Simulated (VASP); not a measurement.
# Ag (Fm-3m) in VASP: further runs, part 2 of 2

VASP 6.6.1.

## 6. Single point, PBEsol, non-collinear spin, zero start, spin-orbit coupling

Input file INCAR:

```
SYSTEM = Ag
PREC = Accurate
ENCUT = 520
EDIFF = 1E-7
ISMEAR = -1
SIGMA = 0.1
LREAL = .FALSE.
LASPH = .TRUE.
NELM = 150
ALGO = Normal
ISIF = 2
LWAVE = .FALSE.
LCHARG = .TRUE.
MAGMOM = 0 0 0
LORBIT = 11
LSORBIT = .TRUE.
GGA_COMPAT = .FALSE.
LORBMOM = .TRUE.
LMAXMIX = 4
GGA = PS
LVHAR = .TRUE.
NBANDS = 22
```

Input file KPOINTS:

```
Automatic mesh
0
G
  13 13 13
  0 0 0
```

Input file POSCAR:

```
Ag
1.0
    0.0000000000      2.0261364383      2.0261364383
    2.0261364383      0.0000000000      2.0261364383
    2.0261364383      2.0261364383      0.0000000000
Ag
1
Direct
    0.0000000000      0.0000000000      0.0000000000
```

Potentials or basis: VASP PAW PBE potentials, release 64 (Ag).

Started as:

```
$ cat potpaw_PBE.64/Ag/POTCAR > POTCAR
$ mpirun -np 1 vasp_ncl > vasp.out
```

OUTCAR:

```text
SYSTEM = Ag
   PREC = Accurate
   ENCUT = 520
   EDIFF = 1E-7
   ISMEAR = -1
   LREAL = .FALSE.
   LASPH = .TRUE.
   NELM = 150
   ISIF = 2
   LORBIT = 11
   LSORBIT = .TRUE.
   GGA = PS

 ion  position               nearest neighbor table
   1  0.000  0.000  0.000-

  LATTYP: Found a face centered cubic cell.
 ALAT       =     4.0522728766

  Lattice vectors:

 A1 = (   0.0000000000,   2.0261364383,   2.0261364383)
 A2 = (   2.0261364383,   0.0000000000,   2.0261364383)
 A3 = (   2.0261364383,   2.0261364383,   0.0000000000)

Analysis of symmetry for initial positions (statically):
=====================================================================
 Subroutine PRICEL returns:
 Original cell was already a primitive cell.

 Routine SETGRP: Setting up the symmetry group for a
 face centered cubic supercell.

 Subroutine GETGRP returns: Found 48 space group operations
 (whereof 48 operations were pure point group operations)
 out of a pool of 48 trial point group operations.

The static configuration has the point symmetry O_h .

Analysis of symmetry for dynamics (positions and initial velocities):
=====================================================================
 Subroutine PRICEL returns:
 Original cell was already a primitive cell.

 Routine SETGRP: Setting up the symmetry group for a
 face centered cubic supercell.

 Subroutine GETGRP returns: Found 48 space group operations
 (whereof 48 operations were pure point group operations)
 out of a pool of 48 trial point group operations.

The dynamic configuration has the point symmetry O_h .

Analysis of structural, dynamic, and magnetic symmetry:
=====================================================================
 Subroutine PRICEL returns:
 Original cell was already a primitive cell.

 Routine SETGRP: Setting up the symmetry group for a
 face centered cubic supercell.

 Subroutine GETGRP returns: Found 48 space group operations
 (whereof 48 operations were pure point group operations)
 out of a pool of 48 trial point group operations.

The overall configuration has the point symmetry O_h .

 Subroutine INISYM returns: Found 48 space group operations
 (whereof 48 operations are pure point group operations),
 and found     1 'primitive' translations

----------------------------------------------------------------------------------------

                                     Primitive cell

  volume of cell :      16.6355

  direct lattice vectors                    reciprocal lattice vectors
     0.000000000  2.026136438  2.026136438    -0.246775089  0.246775089  0.246775089
     2.026136438  0.000000000  2.026136438     0.246775089 -0.246775089  0.246775089
     2.026136438  2.026136438  0.000000000     0.246775089  0.246775089 -0.246775089

  length of vectors
     2.865389630  2.865389630  2.865389630     0.427426992  0.427426992  0.427426992

  position of ions in fractional coordinates (direct lattice)
     0.000000000  0.000000000  0.000000000

  ion indices of the primitive-cell ions
   primitive index   ion index
                 1           1

[... 97 lines left out ...]
   LHFCALC =     F    Hartree Fock is set to
   AEXX    =    0.0000 exact exchange contribution
   IVDW    =     0    specifies the selected vdW correction
   LEPSILON=     F    determine dielectric tensor
   LRPA    =     F    only Hartree local field effects (RPA)
  energy-cutoff  :      520.00
  volume of cell :       16.64
 maximum number of plane-waves:       920
 NGX is ok and might be reduce to    24
   NGX = 11   NGY = 11   NGZ = 11

 number of electron      11.0000000 magnetization       0.0000000      0.0000000      0.0000000

 number of electron      11.0000001 magnetization       0.0000000     -0.0000000     -0.0000000

 number of electron      11.0000001 magnetization      -0.0000000      0.0000000      0.0000000

 Free energy of the ion-electron system (eV)
  ---------------------------------------------------
  ext. energy  EPLUGINS =         0.00000000
  ---------------------------------------------------
  free energy    TOTEN  =        -3.34147986 eV

  energy without entropy =       -3.33222665  energy(sigma->0) =       -3.33685325

 E-fermi :   8.7197     XC(G=0): -12.5617

 val. band max:        8.5415481090   @ k =  -0.4615   0.0769   0.0000
 cond. band min:       8.7787407603   @ k =   0.4615   0.3077   0.0000
 fundamental gap:      0.2371926514
 Fermi energy:         8.7196523116

 k-point     1 :       0.0000    0.0000    0.0000
  band No.  band energies     occupation
      1       0.5632      1.00000
      2       0.5632      1.00000
      3       3.5340      1.00000
      4       3.5340      1.00000
      5       3.5340      1.00000
      6       3.5340      1.00000
[... 589 lines left out ...]
     21      33.7105      0.00000
     22      33.7226      0.00000

 [... further k-points ...]

------------------------ aborting loop because EDIFF is reached ----------------------------------------

  FORCE on cell =-STRESS in cart. coord.  units (eV):
  Direction    XX          YY          ZZ          XY          YZ          ZX
  --------------------------------------------------------------------------------------
  -------------------------------------------------------------------------------------
  Total       -0.0364307     -0.0364307     -0.0364307     -0.0000000      0.0000000     -0.0000000
  in kB       -3.5086692     -3.5086692     -3.5086692     -0.0000000      0.0000000     -0.0000000
  external PRESSURE =      -3.5086692 kB  Pullay stress =       0.0000000 kB

 VOLUME and BASIS-vectors are now :
 -----------------------------------------------------------------------------
  energy-cutoff  :      520.00
  volume of cell :       16.64
      direct lattice vectors                 reciprocal lattice vectors
     0.000000000  2.026136438  2.026136438    -0.246775089  0.246775089  0.246775089
     2.026136438  0.000000000  2.026136438     0.246775089 -0.246775089  0.246775089
     2.026136438  2.026136438  0.000000000     0.246775089  0.246775089 -0.246775089

 POSITION                                       TOTAL-FORCE (eV/Angst)
 -----------------------------------------------------------------------------------
      0.00000      0.00000      0.00000        -0.000000     -0.000000      0.000000
 -----------------------------------------------------------------------------------
    total drift:                                0.000000      0.000000     -0.000000

  FREE ENERGIE OF THE ION-ELECTRON SYSTEM (eV)
  ---------------------------------------------------
  free  energy   TOTEN  =        -3.3414798609 eV

  energy  without entropy=       -3.3322266491  energy(sigma->0) =       -3.33685325

 orbital moment (x)

 # of ion     p       d       tot
 ----------------------------------------
  1        -0.000  -0.000  -0.000
 ----------------------------------------
           -0.000  -0.000  -0.000

 orbital moment (y)

 # of ion     p       d       tot
 ----------------------------------------
  1         0.000   0.000   0.000
 ----------------------------------------
            0.000   0.000   0.000

 orbital moment (z)

 # of ion     p       d       tot
 ----------------------------------------
  1         0.000   0.000   0.000
 ----------------------------------------
            0.000   0.000   0.000

 Spin-Orbit-Coupling matrix elements

 Ion:    1  E_soc:     -0.0557671
 l=   1
     0.0000000    -0.0021453    -0.0021453
    -0.0021453     0.0000000    -0.0021453
    -0.0021453    -0.0021453     0.0000000
 l=   2
     0.0000000    -0.0015159     0.0000000    -0.0015159    -0.0056334
    -0.0015159     0.0000000    -0.0042250    -0.0015159    -0.0014083
     0.0000000    -0.0042250     0.0000000    -0.0042250     0.0000000
    -0.0015159    -0.0015159    -0.0042250     0.0000000    -0.0014083
    -0.0056334    -0.0014083     0.0000000    -0.0014083     0.0000000
 l=   3
     0.0000000     0.0000000     0.0000000     0.0000000     0.0000000     0.0000000     0.0000000
     0.0000000     0.0000000     0.0000000     0.0000000     0.0000000     0.0000000     0.0000000
     0.0000000     0.0000000     0.0000000     0.0000000     0.0000000     0.0000000     0.0000000
     0.0000000     0.0000000     0.0000000     0.0000000     0.0000000     0.0000000     0.0000000
     0.0000000     0.0000000     0.0000000     0.0000000     0.0000000     0.0000000     0.0000000
     0.0000000     0.0000000     0.0000000     0.0000000     0.0000000     0.0000000     0.0000000
     0.0000000     0.0000000     0.0000000     0.0000000     0.0000000     0.0000000     0.0000000

 total charge

# of ion       s       p       d       tot
------------------------------------------
    1        0.424   0.322   9.143   9.889

 magnetization (x)

# of ion       s       p       d       tot
------------------------------------------
    1       -0.000   0.000   0.000  -0.000

 magnetization (y)

# of ion       s       p       d       tot
------------------------------------------
    1       -0.000   0.000   0.000  -0.000

 magnetization (z)

# of ion       s       p       d       tot
------------------------------------------
    1       -0.000   0.000   0.000  -0.000
```

OSZICAR:

```text
N       E                     dE             d eps       ncg     rms          rms(c)
DAV:   1     0.682311145265E+02    0.68231E+02   -0.55524E+03  3712   0.983E+02
DAV:   2    -0.199810570355E+01   -0.70229E+02   -0.65208E+02  4290   0.246E+02
DAV:   3    -0.370149506715E+01   -0.17034E+01   -0.16967E+01  4250   0.408E+01
DAV:   4    -0.370771899112E+01   -0.62239E-02   -0.62234E-02  4110   0.253E+00
DAV:   5    -0.370777826796E+01   -0.59277E-04   -0.59276E-04  4182   0.245E-01    0.603E+00
DAV:   6    -0.335681385875E+01    0.35096E+00   -0.63211E-01  4032   0.115E+01    0.356E+00
DAV:   7    -0.334578136215E+01    0.11032E-01   -0.89990E-03  4226   0.120E+00    0.202E+00
DAV:   8    -0.334146760792E+01    0.43138E-02   -0.60916E-04  4068   0.240E-01    0.334E-01
DAV:   9    -0.334147345287E+01   -0.58450E-05   -0.90217E-06  4236   0.258E-02    0.519E-02
DAV:  10    -0.334147916294E+01   -0.57101E-05   -0.63872E-07  4168   0.980E-03    0.216E-02
DAV:  11    -0.334147989667E+01   -0.73373E-06   -0.80861E-07  4004   0.955E-03    0.118E-03
DAV:  12    -0.334147986090E+01    0.35769E-07   -0.10090E-08  2568   0.952E-04
   1 F= -.33414799E+01 E0= -.33368533E+01  d E =-.925321E-02  mag=    -0.0000     0.0000     0.0000
```

stdout:

```text
POSCAR found type information on POSCAR Ag
 POSCAR found :  1 types and       1 ions
 scaLAPACK will be used
 -----------------------------------------------------------------------------
|                                                                             |
|                                                                             |
|     You enforced a specific xc type in the INCAR file but a different       |
|     I HOPE YOU KNOW WHAT YOU ARE DOING!                                     |
|                                                                             |
 -----------------------------------------------------------------------------

 LDA part: xc-table for (Slater+PW92), standard interpolation
 POSCAR, INCAR and KPOINTS ok, starting setup
 FFT: planning ... GRIDC
 FFT: planning ... GRID_SOFT
 FFT: planning ... GRID
 WAVECAR not read
 entering main loop
```

Run time: 30 s. Hardware: 1 thread of Intel Xeon Platinum 8559C (Emerald Rapids), shared host; peak memory 0.21 GiB.

Results:

| Quantity | Value |
| --- | --- |
| Free energy | -3.3415 eV |
| Pressure | -0.4 GPa |
| Net moment | 0.00 μB per cell |
| Valence electrons inside the program's atomic spheres | Ag 9.89 |

Moments on the atoms (μB; x, y, z):
```
Ag  0.00 0.00 0.00
```

Caveat: the PAW data sets were made with another functional, which shifts forces and pressure a little.

## 7. Summary

```csv
spin,cell,k mesh,gap on the mesh (eV),pressure (GPa)
off,"a = 2.865 Å, angles 60.0°, 1 atom",22 × 22 × 22,none,-0.1
off,"a = 2.903 Å, angles 60.0°, 1 atom",22 × 22 × 22,none,-4.2
off,"a = 2.940 Å, angles 60.0°, 1 atom",22 × 22 × 22,none,-7.4
off,"a = 2.976 Å, angles 60.0°, 1 atom",22 × 22 × 22,none,-9.8
"non-collinear, zero start, SOC","a = 2.865 Å, angles 60.0°, 1 atom",13 × 13 × 13,-,-0.4
```

Alike in all rows: task single point; level PBEsol; potentials or basis VASP PAW PBE potentials, release 64 (Ag); cutoff (eV) 520; smearing fermi-dirac 0.1 eV.

Caveats: the PAW data sets were made with another functional, which shifts forces and pressure a little.

Total energies depend on the potentials used, so only differences within one code and one set of settings carry meaning.
